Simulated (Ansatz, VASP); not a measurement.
## Ge: VASP beside Ansatz

The input POSCAR:

```
Ge
1.0
    2.7367863740      2.7367863740      0.0000000000
   -2.7367863740      2.7367863740      0.0000000000
    0.0000000000      2.7367863740      2.7367863740
Ge
2
Direct
    0.5000000000      0.5000000000      0.0000000000
    0.7500000000      0.2500000000      0.5000000000
```

File INCAR.step1:

```
SYSTEM = Ge
PREC = Accurate
ENCUT = 520
ISMEAR = 0
SIGMA = 0.01
LREAL = .False.
LASPH = .True.
NELM = 60
NBANDS = 21
GGA = PE
ALGO = Normal
EDIFF = 1E-4
LWAVE = .True.
LCHARG = .False.
```

Contents of INCAR.step2:

```
SYSTEM = Ge
PREC = Accurate
ENCUT = 520
EDIFF = 1E-6
ISMEAR = 0
SIGMA = 0.01
LREAL = .False.
LASPH = .True.
NELM = 60
ALGO = Normal
ISIF = 2
LWAVE = .False.
LCHARG = .True.
METAGGA = R2SCAN
LMIXTAU = .True.
LELF = .True.
LVHAR = .True.
NBANDS = 21
ISTART = 1
```

Contents of KPOINTS:

```
Automatic mesh
0
Gamma
  12 12 12
  0 0 0
```

Input for Ansatz:

```yaml
crystal:
  lattice:
    - [2.73678637399, 2.73678637399, 0.0]
    - [-2.73678637399, 2.73678637399, 0.0]
    - [0.0, 2.73678637399, 2.73678637399]
  atoms:
    - { symbol: Ge, position: [0.5, 0.5, 0.0] }
    - { symbol: Ge, position: [0.75, 0.25, 0.5] }
kpoints:
  mp_grid: { grid: [12, 12, 12] }
scf:
  occupations: { method: fixed }
  convergence: { dr2_threshold: 1.0e-10 }
hamiltonian:
  xc: r2scan
  pseudopotentials: { kind: paw }
output:
  forces: true
  stress: true
  eigenstates:
    kpoints:
      - [0.0, 0.0, 0.0]
      - [0.5, 0.0, 0.0]
      - [0.0, 0.5, 0.5]
      - [0.0, -0.5, 0.0]
      - [0.5, 0.0, 0.5]
      - [0.401549592, -0.401549592, 0.0]
      - [0.401549592, 0.401549592, 0.401549592]
      - [0.0, 0.0, 0.401549592]
      - [-0.5, -0.5, -0.5]
      - [-0.5, 0.5, 0.0]
      - [0.0, 0.0, -0.5]
  eigenvalues: true
```

Alike in both runs: task single point; functional r2SCAN; k mesh 12 × 12 × 12; no spin polarisation.

|  | VASP | Ansatz |
| --- | --- | --- |
| version | VASP 6.6.1 | Ansatz 0.2.0 |
| potentials or method | VASP PAW PBE potentials, release 64 (Ge_d) | PAW with Ansatz's default frozen-core files, scalar-relativistic |
| plane-wave cutoff (eV) | 520 | 500 |
| occupations | gaussian, width 0.01 eV | fixed |
| valence electrons in the cell | 28 | 28 |

|  | VASP | Ansatz | Ansatz less VASP |
| --- | --- | --- | --- |
| gap on the k mesh at the Fermi level (eV) | 0.63 | 0.64 | +0.012 |
| pressure (GPa) | 10.1 | 10.0 | -0.14 |

VASP's potentials were made for PBE, not for r2SCAN.
